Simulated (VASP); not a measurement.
# Rh (Fm-3m) in VASP: a series of runs

Runs on Rh. Level: PBE. Tasks: single point.

Program: VASP 6.6.1. These are calculated values, not measurements. Logs are shortened: lines on timing, memory, paths and dates and some standing lists are left out, and cuts for length are marked.

## (1) The cell of the first run

It takes space group Fm-3m (No. 225, cubic). Conventional cell: a = 3.726 Å, b = 3.726 Å, c = 3.726 Å, α = 90.00°, β = 90.00°, γ = 90.00°. Within 3.5 Å of Rh (site symmetry m-3m) lie 12 Rh at 2.63 Å.

## (2) Single point, PBE (volume scaled by 0.9405)

Input file INCAR:

```
PREC = Accurate
ENCUT = 520
EDIFF = 1E-7
ISMEAR = -1
SIGMA = 0.03
LREAL = False
LASPH = True
NELM = 100
ALGO = Normal
ISIF = 2
LWAVE = False
LCHARG = False
GGA = PE
NBANDS = 14
```

Input file KPOINTS:

```
regular mesh
0
Gamma
  16 16 16
```

Input file POSCAR:

```
Rh
1.0
    0.0000000000      1.8630621781      1.8630621781
    1.8630621781      0.0000000000      1.8630621781
    1.8630621781      1.8630621781      0.0000000000
Rh
1
Direct
    0.0000000000      0.0000000000      0.0000000000
```

Potentials or basis: VASP PAW PBE potentials, release 64 (Rh_pv).

Started as:

```console
$ cat potpaw_PBE.64/Rh_pv/POTCAR > POTCAR
$ mpirun -np 1 vasp_std > vasp.out
```

OUTCAR:

```text
PREC = Accurate
   ENCUT = 520
   EDIFF = 1E-7
   ISMEAR = -1
   LREAL = False
   LASPH = True
   NELM = 100
   ISIF = 2
   GGA = PE

 ion  position               nearest neighbor table
   1  0.000  0.000  0.000-

  LATTYP: Found a face centered cubic cell.
 ALAT       =     3.7261243562

  Lattice vectors:

 A1 = (   0.0000000000,   1.8630621781,   1.8630621781)
 A2 = (   1.8630621781,   0.0000000000,   1.8630621781)
 A3 = (   1.8630621781,   1.8630621781,   0.0000000000)

Analysis of symmetry for initial positions (statically):
=====================================================================
 Subroutine PRICEL returns:
 Original cell was already a primitive cell.

 Routine SETGRP: Setting up the symmetry group for a
 face centered cubic supercell.

 Subroutine GETGRP returns: Found 48 space group operations
 (whereof 48 operations were pure point group operations)
 out of a pool of 48 trial point group operations.

The static configuration has the point symmetry O_h .

Analysis of symmetry for dynamics (positions and initial velocities):
=====================================================================
 Subroutine PRICEL returns:
 Original cell was already a primitive cell.

 Routine SETGRP: Setting up the symmetry group for a
 face centered cubic supercell.

 Subroutine GETGRP returns: Found 48 space group operations
 (whereof 48 operations were pure point group operations)
 out of a pool of 48 trial point group operations.

The dynamic configuration has the point symmetry O_h .

 Subroutine INISYM returns: Found 48 space group operations
 (whereof 48 operations are pure point group operations),
 and found     1 'primitive' translations

----------------------------------------------------------------------------------------

                                     Primitive cell

  volume of cell :      12.9334

  direct lattice vectors                    reciprocal lattice vectors
     0.000000000  1.863062178  1.863062178    -0.268375369  0.268375369  0.268375369
     1.863062178  0.000000000  1.863062178     0.268375369 -0.268375369  0.268375369
     1.863062178  1.863062178  0.000000000     0.268375369  0.268375369 -0.268375369

  length of vectors
     2.634767800  2.634767800  2.634767800     0.464839775  0.464839775  0.464839775

  position of ions in fractional coordinates (direct lattice)
     0.000000000  0.000000000  0.000000000

  ion indices of the primitive-cell ions
   primitive index   ion index
                 1           1

----------------------------------------------------------------------------------------

 KPOINTS: regular mesh

Automatic generation of k-mesh.
 Grid dimensions read from file:
 generate k-points for:   16   16   16

 Generating k-lattice:

  Cartesian coordinates                     Fractional coordinates (reciprocal lattice)
    -0.016773461  0.016773461  0.016773461     0.062500000  0.000000000  0.000000000
     0.016773461 -0.016773461  0.016773461     0.000000000  0.062500000  0.000000000
     0.016773461  0.016773461 -0.016773461     0.000000000  0.000000000  0.062500000

  Length of vectors
     0.029052486  0.029052486  0.029052486

  Shift w.r.t. Gamma in fractional coordinates (k-lattice)
     0.000000000  0.000000000  0.000000000

 Subroutine IBZKPT returns following result:
 ===========================================

 Found    145 irreducible k-points:

 Following reciprocal coordinates:
            Coordinates               Weight
  0.000000  0.000000  0.000000      1.000000
  0.062500  0.000000  0.000000      8.000000
  0.125000  0.000000  0.000000      8.000000
  0.187500  0.000000  0.000000      8.000000
  0.250000  0.000000  0.000000      8.000000
  0.312500  0.000000  0.000000      8.000000
[... 16 lines left out ...]
 -0.125000  0.062500  0.000000     24.000000
 -0.062500  0.062500  0.000000     12.000000
 [... further k-points ...]
   k-points           NKPTS =    145   k-points in BZ     NKDIM =    145   number of bands    NBANDS=     14
   number of dos      NEDOS =    301   number of ions     NIONS =      1
   total plane-waves  NPLWV =   8000
   dimension x,y,z NGX =    20 NGY =   20 NGZ =   20
   dimension x,y,z NGXF=    40 NGYF=   40 NGZF=   40
   ions per type =               1
   NGX,Y,Z   is equivalent  to a cutoff of  12.62, 12.62, 12.62 a.u.
   NGXF,Y,Z  is equivalent  to a cutoff of  25.24, 25.24, 25.24 a.u.
 SYSTEM =  unknown system
   PREC   = accura    normal or accurate (medium, high low for compatibility)
   ISTART =      0    job   : 0-new  1-cont  2-samecut
   ICHARG =      2    charge: 1-file 2-atom 10-const
   ISPIN  =      1    spin polarized calculation?
   LNONCOLLINEAR =      F non collinear calculations
   LSORBIT =      F    spin-orbit coupling
   LASPH  =      T    aspherical Exc in radial PAW
   ENCUT  =  520.0 eV  38.22 Ry    6.18 a.u.   4.90  4.90  4.90*2*pi/ulx,y,z
   NELM   =    100;   NELMIN=  2; NELMDL= -5     # of ELM steps
   EDIFF  = 0.1E-06   stopping-criterion for ELM
   LREAL  =      F    real-space projection
   EDIFFG = 0.1E-05   stopping-criterion for IOM
   NSW    =      0    number of steps for IOM
   IBRION =     -1    ionic relax: 0-MD 1-quasi-New 2-CG
   NFREE  =      0    steps in history (QN), initial steepest desc. (CG)
   ISIF   =      2    stress and relaxation
   ISYM   =      2    0-nonsym 1-usesym 2-fastsym
   POTIM  = 0.5000    time-step for ionic-motion
   TEBEG  =    0.0;   TEEND  =   0.0 temperature during run
   PSTRESS=    0.0 pullay stress
   NELECT =      15.0000    total number of electrons
   NUPDOWN=      -1.0000    fix difference up-down
   EMIN   =  10.00;   EMAX   =-10.00  energy-range for DOS
   EFERMI =   0.00;   METHOD = LEGACY
   ISMEAR =    -1;   SIGMA  =   0.03  broadening in eV -4-tet -1-fermi 0-gaus
   EFERMI_NEDOS =   21; number of points for ismear=-14 and -15
   IALGO  =     38    algorithm
   IMIX   =      4    mixing-type and parameters
     AMIX     =   0.40;   BMIX     =  1.00
     AMIX_MAG =   1.60;   BMIX_MAG =  1.00
  volume/ion in A,a.u.               =      12.93        87.28
  Fermi-wavevector in a.u.,A,eV,Ry     =   1.720024  3.250375 40.252611  2.958483
  Thomas-Fermi vector in A             =   2.796541
   LORBIT       =      0    0 simple, 1 ext, 2 COOP (PROOUT), +10 PAW based schemes
   GGA     = PE    functional components
   LHFCALC =     F    Hartree Fock is set to
   AEXX    =    0.0000 exact exchange contribution
   IVDW    =     0    specifies the selected vdW correction
   LEPSILON=     F    determine dielectric tensor
   LRPA    =     F    only Hartree local field effects (RPA)
 non-spin polarized calculation
  energy-cutoff  :      520.00
  volume of cell :       12.93
 maximum number of plane-waves:       360
   NGX =  9   NGY =  9   NGZ =  9

 number of electron      14.9999996 magnetization

 Free energy of the ion-electron system (eV)
  ---------------------------------------------------
  ext. energy  EPLUGINS =         0.00000000
  ---------------------------------------------------
  free energy    TOTEN  =        -7.17483554 eV

  energy without entropy =       -7.17061864  energy(sigma->0) =       -7.17272709

 E-fermi :  13.0474     XC(G=0): -14.4295

 val. band max:       13.0422996912   @ k =   0.3125   0.2500   0.0000
 cond. band min:      13.0498223837   @ k =  -0.3750   0.2500   0.0000
 fundamental gap:      0.0075226925
 Fermi energy:        13.0473520130

 k-point     1 :       0.0000    0.0000    0.0000
  band No.  band energies     occupation
      1     -33.4204      2.00000
      2     -33.4204      2.00000
      3     -33.4204      2.00000
      4       4.6477      2.00000
      5       9.6814      2.00000
      6       9.6814      2.00000
      7       9.6814      2.00000
      8      11.9794      2.00000
      9      11.9794      2.00000
     10      28.9952      0.00000
     11      33.4204      0.00000
     12      34.8096      0.00000
     13      34.8096      0.00000
     14      34.8096      0.00000

 k-point     2 :       0.0625    0.0000    0.0000
  band No.  band energies     occupation
      1     -33.4562      2.00000
      2     -33.4252      2.00000
      3     -33.4252      2.00000
      4       4.8148      2.00000
      5       9.6040      2.00000
      6       9.7484      2.00000
      7       9.7484      2.00000
      8      11.9402      2.00000
      9      11.9402      2.00000
     10      29.2515      0.00000
     11      33.4187      0.00000
     12      33.9393      0.00000
     13      35.0649      0.00000
     14      35.0649      0.00000

 k-point     3 :       0.1250    0.0000    0.0000
  band No.  band energies     occupation
      1     -33.5575      2.00000
      2     -33.4387      2.00000
      3     -33.4387      2.00000
      4       5.2851      2.00000
      5       9.4231      2.00000
      6       9.9157      2.00000
      7       9.9157      2.00000
      8      11.8652      2.00000
      9      11.8652      2.00000
     10      29.9240      0.00000
     11      32.2267      0.00000
     12      33.4221      0.00000
     13      35.8018      0.00000
     14      35.8018      0.00000
[... 324 lines left out ...]
 k-point    23 :      -0.1250    0.0625    0.0000
  band No.  band energies     occupation
      1     -33.6175      2.00000
      2     -33.4726      2.00000
      3     -33.4381      2.00000
      4       5.6296      2.00000
      5       9.2485      2.00000
      6      10.0358      2.00000
      7      10.0710      2.00000
      8      11.5909      2.00000
      9      12.0902      2.00000
     10      30.3820      0.00000
     11      31.5997      0.00000
     12      33.4217      0.00000
     13      35.3118      0.00000
     14      36.8187      0.00000

 k-point    24 :      -0.0625    0.0625    0.0000
  band No.  band energies     occupation
      1     -33.5064      2.00000
      2     -33.4462      2.00000
      3     -33.4269      2.00000
      4       5.0847      2.00000
      5       9.4592      2.00000
      6       9.8401      2.00000
      7       9.8937      2.00000
      8      11.7689      2.00000
      9      12.0052      2.00000
     10      29.6531      0.00000
     11      33.0961      0.00000
     12      33.4252      0.00000
     13      34.9348      0.00000
     14      35.7288      0.00000

 [... further k-points ...]
[... 5 lines left out ...]
  --------------------------------------------------------------------------------------
  -------------------------------------------------------------------------------------
  Total        2.1285068      2.1285068      2.1285068      0.0000000     -0.0000000     -0.0000000
  in kB      263.6778063    263.6778063    263.6778063      0.0000000     -0.0000000     -0.0000000
  external PRESSURE =     263.6778063 kB  Pullay stress =       0.0000000 kB

 VOLUME and BASIS-vectors are now :
 -----------------------------------------------------------------------------
  energy-cutoff  :      520.00
  volume of cell :       12.93
      direct lattice vectors                 reciprocal lattice vectors
     0.000000000  1.863062178  1.863062178    -0.268375369  0.268375369  0.268375369
     1.863062178  0.000000000  1.863062178     0.268375369 -0.268375369  0.268375369
     1.863062178  1.863062178  0.000000000     0.268375369  0.268375369 -0.268375369

 POSITION                                       TOTAL-FORCE (eV/Angst)
 -----------------------------------------------------------------------------------
      0.00000      0.00000      0.00000         0.000000      0.000000      0.000000
 -----------------------------------------------------------------------------------
    total drift:                                0.000000     -0.000000      0.000000

  FREE ENERGIE OF THE ION-ELECTRON SYSTEM (eV)
  ---------------------------------------------------
  free  energy   TOTEN  =        -7.1748355441 eV

  energy  without entropy=       -7.1706186400  energy(sigma->0) =       -7.17272709
```

Run time: 21 s. Hardware: 1 thread of Intel Xeon Platinum 8259CL at 2.50GHz (Skylake/Cascade Lake), shared host; peak memory 0.14 GiB.

What came out:

| Item | Value |
| --- | --- |
| Free energy | -7.1748 eV |
| Pressure | 26.4 GPa |

## (3) Single point, PBE (volume scaled by 0.98)

Input file INCAR:

```
SYSTEM = Rh
PREC = Accurate ; ENCUT = 520
EDIFF = 1E-6 ; ISMEAR = -1
SIGMA = 0.03 ; LREAL = .False.
LASPH = .True. ; NELM = 100
ALGO = Normal ; ISIF = 2
LWAVE = .False. ; LCHARG = .False.
GGA = PE ; NBANDS = 14
```

Input file KPOINTS:

```
Automatic mesh
0
Gamma
  16 16 16
  0 0 0
```

Input file POSCAR:

```
Rh
1.0
    0.0000000000      1.8887875349      1.8887875349
    1.8887875349      0.0000000000      1.8887875349
    1.8887875349      1.8887875349      0.0000000000
Rh
1
Direct
    0.0000000000      0.0000000000      0.0000000000
```

Potentials or basis: VASP PAW PBE potentials, release 64 (Rh_pv).

Started as:

```console
$ cat potpaw_PBE.64/Rh_pv/POTCAR > POTCAR
$ mpirun -np 1 vasp_std > vasp.out
```

Run time: 20 s. Hardware: 1 thread of Intel Xeon Platinum 8259CL at 2.50GHz (Skylake/Cascade Lake), shared host; peak memory 0.14 GiB.

Results (log left out):

| Item | Value |
| --- | --- |
| Free energy | -7.2391 eV |
| Pressure | 11.9 GPa |

Levels at points of the mesh, in eV from the Fermi level:
```csv
k point,band 4,band 5,band 6,band 7,band 8,band 9,band 10,band 11
"(0.00, 0.00, 0.00)",-8.09,-3.16,-3.16,-3.16,-1.00,-1.00,16.00,20.49
"(0.50, 0.00, 0.00)",-6.27,-3.24,-3.24,0.61,0.61,0.73,8.87,15.51
"(0.50, 0.50, 0.00)",-6.49,-6.11,0.58,1.04,1.04,3.31,12.55,13.46
```
